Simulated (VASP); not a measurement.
Wanted: the native input for a VASP 6.6.1 run.

```yaml
Task: single point
Functional: PBE
Potentials_or_basis: VASP PAW PBE potentials, release 64 (Al, N)
Cutoff: 520 eV
k_mesh: 2 × 2 × 2, shifted
Occupations: gaussian, width 0.01 eV
Spin: collinear spin
Starting_moments: "[0.75, 0.0, 0.0, 0.75, 0.0, 0.75, 0.0, 0.0, 0.0, 0.0, 0.0, 0.0, 0.75, 0.0, 0.0, 0.0, 0.0, 0.0, 0.0, 0.0, 0.0, 0.0, 0.0, 0.0, 0.0, 0.0, 0.0, 0.0, 0.0, 0.0, 0.0] μB"
Dipole_correction: no
Further_INCAR_settings: LREAL = Auto; ALGO = Normal; EDIFF = 1e-06; NBANDS = 86
```

The structure of Al16N15 (a cell with a defect) lies in POSCAR:

```
Al16N15
1.0
   -4.4031742015      4.4031742015     -4.4031742015
    4.4031742015     -4.4031742015     -4.4031742015
   -4.4031742015     -4.4031742015      4.4031742015
Al N
16 15
Direct
    0.4972170868      0.2486325656      0.2473145158
    0.2520172642      0.2509441748      0.5006504404
   -0.0008392833      0.2487612561      0.7492581457
    0.7516091180     -0.0000373555      0.2530151036
    0.7505530114      0.2509441748      0.0021146932
    0.5029176746     -0.0000373555      0.5017065470
    0.2497761901     -0.0000373555      0.7510844735
    0.0010357338      0.7489811141      0.2496689101
    1.0009870445      0.9999626445      0.9998736191
    0.7503621051      0.7511640328      0.5004595341
    0.4995714811      0.7489811141      0.7511331628
    0.2495894007      0.5014271445      0.2506670849
    0.2485471656      0.7512927233     -0.0013554054
   -0.0008948442      0.4984981444      0.4982223296
    0.7481249006      0.4984981444      0.7492025848
    0.5005696559      0.5014271445     -0.0003131703
    0.2513634397     -0.0000373555      0.4993675396
    0.0000711203     -0.0000373555      0.7501685493
    0.7505284711      0.7492993117      0.2502422933
    0.7492701106     -0.0000373555      0.0014608687
    0.5001448643      0.7492993117      0.5006259001
    0.2496109515      0.7495749681      0.7490404418
    0.0000698383      0.4999626445      0.2501672673
   -0.0010569872      0.7495749681     -0.0002916195
    0.7487765806      0.4978702844      0.4988740096
    0.5000698383      0.4999626445      0.7501672673
    0.2493306891      0.2503503208      0.2500960568
    0.2508689406      0.5020550045      0.0009663696
    0.0011918038      0.2506259772      0.5009056261
    0.7508081971      0.2506259772      0.7512892328
    0.4999986278      0.2503503208     -0.0005718819
```

This cell differs from its parent crystal: atoms taken out, then relaxed in part.

The input as run:

INCAR

```
SYSTEM = Al16N15
PREC     = Accurate       ! precision mode
ENCUT    = 520            ! plane-wave cutoff, eV
EDIFF    = 1E-6           ! SCF threshold, eV
ISMEAR   = 0              ! smearing method
SIGMA    = 0.01           ! smearing width, eV
LREAL    = Auto         
LASPH    = .True.         ! aspherical terms in the spheres
NELM     = 150            ! most SCF steps
ALGO     = Normal         ! electronic algorithm
ISIF     = 2              ! what is computed and relaxed
LWAVE    = .False.        ! write WAVECAR
LCHARG   = .True.         ! write CHGCAR
ISPIN    = 2              ! spin polarisation
MAGMOM   = 0.75 0 0 0.75 0 0.75 0 0 0 0 0 0 0.75 0 0 0 0 0 0 0 0 0 0 0 0 0 0 0 0 0 0 ! initial moments
LORBIT   = 11             ! projections on sites
GGA      = PE             ! functional
LELF     = .True.         ! ELF
LVHAR    = .True.       
NBANDS   = 86             ! bands
```

KPOINTS

```
Automatic mesh
0
Gamma
  2 2 2
  0.5 0.5 0.5
```

Potentials or basis: VASP PAW PBE potentials, release 64 (Al, N).

Run with:

```bash
$ cat potpaw_PBE.64/Al/POTCAR potpaw_PBE.64/N/POTCAR > POTCAR
$ mpirun -np 1 vasp_std > vasp.out
```

Results of the run:

```yaml
Pressure: -0.4 GPa
Largest_force: 0.012 eV/Å
Net_moment: 0.50 μB per cell
Valence_electrons_inside_the_program's_atomic_spheres: Al 0.78, 0.80 (each value once); N 3.83, 3.85, 3.84 (each value once)
```

Caveat: the k points lie up to 0.50 Å⁻¹ apart; the cell differs from its parent crystal (atoms taken out, then relaxed in part).

Run time: 16 min on 1 thread of Intel Xeon 8259CL, on a shared host, peak memory 0.69 GiB.
